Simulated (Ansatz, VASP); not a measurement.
SiC: VASP beside Ansatz

```
Si C
1.0
     3.10653    0.00000    0.00000
    -1.55326    2.69033    0.00000
     0.00000    0.00000    5.03698
Si C
2 2
Direct
  0.33333 0.66667 0.00393
  0.66667 0.33333 0.50393
  0.33333 0.66667 0.38107
  0.66667 0.33333 0.88107
```

Change from the starting cell: film at in-plane strain +0.01.

Alike in both runs: task single point; functional PBEsol; k mesh 8 × 8 × 6; no spin polarisation.

|  | VASP | Ansatz |
| --- | --- | --- |
| version | VASP 6.6.1 | Ansatz 0.2.0 |
| potentials or method | VASP PAW PBE potentials, release 64 (Si, C), cutoff 520 eV | all-electron LAPW, scalar-relativistic |
| occupations | gaussian, width 0.01 eV | fixed |

VASP gave:

| Property | Result |
| --- | --- |
| gap on the k mesh at the Fermi level (eV) | 2.49 |
| pressure (GPa) | -3.5 |
| traceless stress, the component that is largest in VASP (GPa) | 3.87 |

Q: Which values does Ansatz return?

A: gap on the k mesh at the Fermi level (eV): 2.49; pressure (GPa): -3.9; traceless stress, the component that is largest in VASP (GPa): 3.85.

VASP's potentials were made for PBE, not for PBEsol. Ansatz ran all-electron here, and VASP with PAW potentials.
